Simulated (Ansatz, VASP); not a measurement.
# Two plane-wave programs on TiCo

```
Ti Co
1.0
     2.98500    0.00000    0.00000
     0.00000    2.98500    0.00000
     0.00000    0.00000    2.98500
Ti Co
1 1
Direct
  0.00000 0.00000 0.00000
  0.50000 0.50000 0.50000
```

Alike in both runs: task single point; functional PBE; k mesh 12 × 12 × 12; occupations gaussian, width 0.05 eV; non-collinear spin, spin-orbit coupling.

|  | VASP | Ansatz |
| --- | --- | --- |
| version | VASP 6.6.1 | Ansatz 0.2.0 |
| potentials or method | VASP PAW PBE potentials, release 64 (Ti_sv, Co), cutoff 520 eV | plane waves, PAW |
| valence electrons in the cell | 21 | 29 |

```csv
,VASP,Ansatz,Ansatz less VASP
pressure (GPa),-0.6,0.0,+0.59
net moment per atom (μB),0.43,0.44,+0.016
```

VASP's potentials hold 21 valence electrons a cell and Ansatz's 29, so a difference there can come from the potentials and not from the codes. Ansatz's warnings: stress scf threshold loose.
